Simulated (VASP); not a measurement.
# Be3CdO4 (P-62c) in VASP: relaxation of cell and atoms with PBE

Aim: the relaxation of cell and atoms of Be3CdO4 with PBE.

Everything below comes from runs of VASP 6.6.1. Logs are shortened: lines on timing, memory, paths and dates and some standing lists are left out, and cuts for length are marked.

## 1. The cell of the first run

It takes space group P-62c (No. 190, hexagonal). The conventional cell has a = 4.576 Å, b = 4.576 Å, c = 8.775 Å, α = 90.00°, β = 90.00°, γ = 120.00°. Within 2.0 Å of Be (site symmetry 32) lie 3 O at 1.53 Å. Be (site symmetry 3) has 4 O at 1.59 to 1.64 Å within 2.1 Å. Cd (site symmetry -6) has 9 O at 2.64 to 2.67 Å and 14 Be at 2.80 to 3.43 Å within 3.5 Å. O (site symmetry 2) has 3 Be at 1.53 to 1.64 Å within 2.0 Å. Within 2.1 Å of O (site symmetry -6) lie 2 Be at 1.59 Å.

## 2. Relaxation of cell and atoms, PBE

Contents of INCAR:

```
PREC = Accurate
ENCUT = 600
EDIFF = 1E-7
ISMEAR = 0
SIGMA = 0.02
LREAL = Auto
LASPH = True
NELM = 100
ALGO = Normal
ISIF = 3
LWAVE = False
LCHARG = False
GGA = PE
IBRION = 2
NSW = 100
EDIFFG = -0.01
```

Contents of KPOINTS:

```
Automatic mesh
0
Gamma
  12 12 4
```

Contents of POSCAR:

```
Be3CdO4
1.0
    4.5758911049      0.0000000000      0.0000000000
   -2.2879455525      3.9628379418      0.0000000000
    0.0000000000      0.0000000000      8.7753479578
Be Cd O
6 2 8
Direct
    0.0000000000      0.0000000000      0.0000000000
    0.6666666667      0.3333333333      0.9314308594
    0.3333333333      0.6666666667      0.0685691406
    0.0000000000      0.0000000000      0.5000000000
    0.3333333333      0.6666666667      0.4314308594
    0.6666666667      0.3333333333      0.5685691406
    0.3333333333      0.6666666667      0.7500000000
    0.6666666667      0.3333333333      0.2500000000
    0.6654342934      0.6654342934      0.0000000000
    0.0000000000      0.3345657066      0.0000000000
    0.3345657066      0.0000000000      0.0000000000
    0.6654342934      0.6654342934      0.5000000000
    0.0000000000      0.3345657066      0.5000000000
    0.3345657066      0.0000000000      0.5000000000
    0.6666666667      0.3333333333      0.7500000000
    0.3333333333      0.6666666667      0.2500000000
```

Potentials or basis: VASP PAW PBE potentials, release 64 (Be, Cd, O).

The run is started by

```bash
$ cat potpaw_PBE.64/Be/POTCAR potpaw_PBE.64/Cd/POTCAR potpaw_PBE.64/O/POTCAR > POTCAR
$ mpirun -np 1 vasp_std > vasp.out
```

OUTCAR:

```text
PREC = Accurate
   ENCUT = 600
   EDIFF = 1E-7
   ISMEAR = 0
   LREAL = Auto
   LASPH = True
   NELM = 100
   ISIF = 3
   GGA = PE
   IBRION = 2
   NSW = 100
   EDIFFG = -0.01

 ion  position               nearest neighbor table
   1  0.000  0.000  0.000-   9 1.53  11 1.53  10 1.53
   2  0.667  0.333  0.931-  15 1.59  10 1.64  11 1.64   9 1.64   8 2.80   7 3.08   7 3.08   7 3.08

   3  0.333  0.667  0.069-  16 1.59  11 1.64  10 1.64   9 1.64   7 2.80   8 3.08   8 3.08   8 3.08

   4  0.000  0.000  0.500-  12 1.53  14 1.53  13 1.53
   5  0.333  0.667  0.431-  16 1.59  14 1.64  13 1.64  12 1.64   7 2.80   8 3.08   8 3.08   8 3.08

   6  0.667  0.333  0.569-  15 1.59  13 1.64  14 1.64  12 1.64   8 2.80   7 3.08   7 3.08   7 3.08

   7  0.333  0.667  0.750-  15 2.64  15 2.64  15 2.64  11 2.67  14 2.67  13 2.67  10 2.67   9 2.67
                            12 2.67   3 2.80   5 2.80   6 3.08   2 3.08   6 3.08   2 3.08   2 3.08
   8  0.667  0.333  0.250-  16 2.64  16 2.64  16 2.64  10 2.67  13 2.67  11 2.67  14 2.67   9 2.67
                            12 2.67   2 2.80   6 2.80   5 3.08   3 3.08   5 3.08   3 3.08   5 3.08
   9  0.665  0.665  0.000-   1 1.53   3 1.64   2 1.64   7 2.67   8 2.67
  10  0.000  0.335  0.000-   1 1.53   2 1.64   3 1.64   8 2.67   7 2.67
  11  0.335  0.000  0.000-   1 1.53   3 1.64   2 1.64   7 2.67   8 2.67
  12  0.665  0.665  0.500-   4 1.53   5 1.64   6 1.64   7 2.67   8 2.67
  13  0.000  0.335  0.500-   4 1.53   6 1.64   5 1.64   8 2.67   7 2.67
  14  0.335  0.000  0.500-   4 1.53   5 1.64   6 1.64   7 2.67   8 2.67
  15  0.667  0.333  0.750-   2 1.59   6 1.59   7 2.64   7 2.64   7 2.64
  16  0.333  0.667  0.250-   3 1.59   5 1.59   8 2.64   8 2.64   8 2.64

  LATTYP: Found a hexagonal cell.
 ALAT       =     4.5758911049
 C/A-ratio  =     1.9177353125

  Lattice vectors:

 A1 = (   4.5758911049,   0.0000000000,   0.0000000000)
 A2 = (  -2.2879455525,   3.9628379418,   0.0000000000)
 A3 = (   0.0000000000,   0.0000000000,   8.7753479578)

Analysis of symmetry for initial positions (statically):
=====================================================================
 Subroutine PRICEL returns:
 Original cell was already a primitive cell.

 Routine SETGRP: Setting up the symmetry group for a
 hexagonal supercell.

 Subroutine GETGRP returns: Found 12 space group operations
 (whereof  6 operations were pure point group operations)
 out of a pool of 24 trial point group operations.

The static configuration has the point symmetry D_3 .
 The point group associated with its full space group is D_3h.

Analysis of symmetry for dynamics (positions and initial velocities):
=====================================================================
 Subroutine PRICEL returns:
 Original cell was already a primitive cell.

 Routine SETGRP: Setting up the symmetry group for a
 hexagonal supercell.

 Subroutine GETGRP returns: Found 12 space group operations
 (whereof  6 operations were pure point group operations)
 out of a pool of 24 trial point group operations.

The dynamic configuration has the point symmetry D_3 .
 The point group associated with its full space group is D_3h.

 Subroutine INISYM returns: Found 12 space group operations
 (whereof  6 operations are pure point group operations),
 and found     1 'primitive' translations

----------------------------------------------------------------------------------------

                                     Primitive cell

  volume of cell :     159.1279

  direct lattice vectors                    reciprocal lattice vectors
     4.575891105  0.000000000  0.000000000     0.218536669  0.126172205  0.000000000
    -2.287945553  3.962837942  0.000000000     0.000000000  0.252344409  0.000000000
     0.000000000  0.000000000  8.775347958     0.000000000  0.000000000  0.113955595

[... 131 lines left out ...]
     AMIX_MAG =   1.60;   BMIX_MAG =  1.00
  volume/ion in A,a.u.               =       9.95        67.12
  Fermi-wavevector in a.u.,A,eV,Ry     =   1.323079  2.500257 23.817520  1.750538
  Thomas-Fermi vector in A             =   2.452713
   LORBIT       =      0    0 simple, 1 ext, 2 COOP (PROOUT), +10 PAW based schemes
   GGA     = PE    functional components
   LHFCALC =     F    Hartree Fock is set to
   AEXX    =    0.0000 exact exchange contribution
   IVDW    =     0    specifies the selected vdW correction
   LEPSILON=     F    determine dielectric tensor
   LRPA    =     F    only Hartree local field effects (RPA)
 conjugate gradient relaxation of ions
 non-spin polarized calculation
 Gauss-broadening in eV      SIGMA  =   0.02
  energy-cutoff  :      600.00
  volume of cell :      159.13
 maximum number of plane-waves:      5354
 NGX is ok and might be reduce to    40
   NGX = 19   NGY = 19   NGZ = 35

--------------------------------------- Ionic step        1  -------------------------------------------

 number of electron      84.0000002 magnetization

 Free energy of the ion-electron system (eV)
  ---------------------------------------------------
  ext. energy  EPLUGINS =         0.00000000
  ---------------------------------------------------
  free energy    TOTEN  =       -98.34120207 eV

  energy without entropy =      -98.34120207  energy(sigma->0) =      -98.34120207

------------------------ aborting loop because EDIFF is reached ----------------------------------------

  FORCE on cell =-STRESS in cart. coord.  units (eV):
  Direction    XX          YY          ZZ          XY          YZ          ZX
  --------------------------------------------------------------------------------------
  -------------------------------------------------------------------------------------
  Total        0.1770768      0.1770768      0.2944857     -0.0000000      0.0000000      0.0000000
  in kB        1.7828960      1.7828960      2.9650259     -0.0000000      0.0000000      0.0000000
  external PRESSURE =       2.1769393 kB  Pullay stress =       0.0000000 kB

 VOLUME and BASIS-vectors are now :
 -----------------------------------------------------------------------------
  energy-cutoff  :      600.00
  volume of cell :      159.13
      direct lattice vectors                 reciprocal lattice vectors
     4.575891105  0.000000000  0.000000000     0.218536669  0.126172205  0.000000000
    -2.287945553  3.962837942  0.000000000     0.000000000  0.252344409  0.000000000
     0.000000000  0.000000000  8.775347958     0.000000000  0.000000000  0.113955595

 POSITION                                       TOTAL-FORCE (eV/Angst)
 -----------------------------------------------------------------------------------
      0.00000      0.00000      0.00000         0.000000     -0.000000     -0.000000
      2.28795      1.32095      8.17363         0.000000     -0.000000     -0.065214
     -0.00000      2.64189      0.60172         0.000000     -0.000000      0.065214
      0.00000      0.00000      4.38767         0.000000     -0.000000     -0.000000
     -0.00000      2.64189      3.78596         0.000000     -0.000000     -0.065214
      2.28795      1.32095      4.98939         0.000000     -0.000000      0.065214
[... 8 lines left out ...]
      2.28795      1.32095      6.58151         0.000000     -0.000000      0.000000
     -0.00000      2.64189      2.19384         0.000000     -0.000000      0.000000
 -----------------------------------------------------------------------------------
    total drift:                               -0.000002     -0.000003      0.000001

  FREE ENERGIE OF THE ION-ELECTRON SYSTEM (eV)
  ---------------------------------------------------
  free  energy   TOTEN  =       -98.3412020694 eV

  energy  without entropy=      -98.3412020694  energy(sigma->0) =      -98.34120207

--------------------------------------- Ionic step        2  -------------------------------------------

 number of electron      84.0000003 magnetization

 Free energy of the ion-electron system (eV)
  ---------------------------------------------------
  ext. energy  EPLUGINS =         0.00000000
  ---------------------------------------------------
  free energy    TOTEN  =       -98.34182803 eV

  energy without entropy =      -98.34182803  energy(sigma->0) =      -98.34182803

 E-fermi :   1.8177     XC(G=0): -10.3753

 val. band max:        1.7013972873   @ k =   0.5000   0.0000   0.2500
 cond. band min:       2.2433957665   @ k =   0.0000   0.0000   0.0000
 fundamental gap:      0.5419984793
 Fermi energy:         1.8176530624

 k-point     1 :       0.0000    0.0000    0.0000
  band No.  band energies     occupation
      1     -16.3320      2.00000
      2     -16.1544      2.00000
      3     -14.7179      2.00000
      4     -14.7179      2.00000
      5     -14.7163      2.00000
      6     -14.7163      2.00000
[... 1285 lines left out ...]
     50      10.7608      0.00000
     51      11.2038      0.00000

 [... further k-points ...]

------------------------ aborting loop because EDIFF is reached ----------------------------------------

  FORCE on cell =-STRESS in cart. coord.  units (eV):
  Direction    XX          YY          ZZ          XY          YZ          ZX
  --------------------------------------------------------------------------------------
  -------------------------------------------------------------------------------------
  Total       -0.0607236     -0.0607236      0.0020968      0.0000000     -0.0000000      0.0000000
  in kB       -0.6102006     -0.6102006      0.0210702      0.0000000     -0.0000000      0.0000000
  external PRESSURE =      -0.3997770 kB  Pullay stress =       0.0000000 kB

 VOLUME and BASIS-vectors are now :
 -----------------------------------------------------------------------------
  energy-cutoff  :      600.00
  volume of cell :      159.44
      direct lattice vectors                 reciprocal lattice vectors
     4.578334247 -0.000000000  0.000000000     0.218420051  0.126104875  0.000000000
    -2.289167123  3.964953765  0.000000000     0.000000000  0.252209751  0.000000000
     0.000000000  0.000000000  8.783139794     0.000000000  0.000000000  0.113854501

 POSITION                                       TOTAL-FORCE (eV/Angst)
 -----------------------------------------------------------------------------------
     -2.28917      3.96495      8.78314         0.000000      0.000000     -0.000000
      2.28917      1.32165      8.17774         0.000000      0.000000     -0.003950
     -0.00000      2.64330      0.60540         0.000000      0.000000      0.003950
     -2.28917      3.96495      4.39157         0.000000      0.000000     -0.000000
     -0.00000      2.64330      3.78617         0.000000      0.000000     -0.003950
      2.28917      1.32165      4.99697         0.000000      0.000000      0.003950
[... 8 lines left out ...]
      2.28917      1.32165      6.58735         0.000000      0.000000     -0.000000
     -0.00000      2.64330      2.19578         0.000000      0.000000     -0.000000
 -----------------------------------------------------------------------------------
    total drift:                               -0.000001     -0.000003      0.000001

  FREE ENERGIE OF THE ION-ELECTRON SYSTEM (eV)
  ---------------------------------------------------
  free  energy   TOTEN  =       -98.3418280301 eV

  energy  without entropy=      -98.3418280301  energy(sigma->0) =      -98.34182803

 reached required accuracy - stopping structural energy minimisation
```

Run time: 53 min. Hardware: 1 thread of Oxide Virtual Turin-like, shared host; peak memory 0.54 GiB.

Results:

- Free energy: -98.3418 eV
- Relaxed volume: 9.96 Å³/atom
- Relaxed cell: a = 4.578 Å, b = 4.578 Å, c = 8.783 Å, α = 90.00°, β = 90.00°, γ = 120.00°
- Space group after relaxing (to 0.1 Å): P-62c (No. 190)
- Energy gained by relaxing: 0.0 meV/atom
- Ionic steps: 2
- Pressure after relaxing: 0.0 GPa
- Largest force after relaxing: 0.007 eV/Å
- Band gap on the k mesh: 0.54 eV

Forces in eV/Å, atoms in the order of the input:
```
Be   0.000  0.000  0.000
Be   0.000  0.000 -0.004
Be   0.000  0.000  0.004
Be   0.000  0.000  0.000
Be   0.000  0.000 -0.004
Be   0.000  0.000  0.004
Cd   0.000  0.000  0.000
Cd   0.000  0.000  0.000
O   -0.003 -0.006  0.000
O   -0.003  0.006  0.000
O    0.007  0.000  0.000
O   -0.003 -0.006  0.000
O   -0.003  0.006  0.000
O    0.007  0.000  0.000
O    0.000  0.000  0.000
O    0.000  0.000  0.000
```

Step by step:
```tsv
step	energy change (eV)	largest force (eV/Å)	pressure (GPa)	volume (Å³)
1	0.0000	0.0652	0.22	159.13
2	-0.0006	0.0065	-0.04	159.44
```

Final structure:
```
Be Cd O
1.0
     4.57833    0.00000    0.00000
    -2.28917    3.96495    0.00000
     0.00000    0.00000    8.78314
Be Cd O
6 2 8
Direct
  0.00000 0.00000 0.00000
  0.66667 0.33333 0.93107
  0.33333 0.66667 0.06893
  0.00000 0.00000 0.50000
  0.33333 0.66667 0.43107
  0.66667 0.33333 0.56893
  0.33333 0.66667 0.75000
  0.66667 0.33333 0.25000
  0.66549 0.66549 0.00000
  0.00000 0.33451 0.00000
  0.33451 0.00000 0.00000
  0.66549 0.66549 0.50000
  0.00000 0.33451 0.50000
  0.33451 0.00000 0.50000
  0.66667 0.33333 0.75000
  0.33333 0.66667 0.25000
```

Levels at points of the mesh, in eV from the valence-band top:
| k point | band 39 | band 40 | band 41 | band 42 | band 43 | band 44 | band 45 | band 46 |
| --- | --- | --- | --- | --- | --- | --- | --- | --- |
| (0.00, 0.00, 0.00) | -0.18 | -0.18 | 0.00 | 0.00 | 0.54 | 3.61 | 6.79 | 7.65 |
| (0.50, 0.00, 0.00) | -0.81 | -0.77 | -0.44 | -0.01 | 3.11 | 4.09 | 5.56 | 5.91 |
| (0.00, 0.00, 0.50) | -0.18 | -0.18 | -0.18 | -0.18 | 1.96 | 1.96 | 8.21 | 8.21 |
| (0.50, 0.00, 0.50) | -0.50 | -0.50 | -0.08 | -0.08 | 3.64 | 3.64 | 5.62 | 5.62 |

Caveat: semilocal functionals underestimate gaps, and a narrow one can read as zero. A k mesh can miss the band edges.
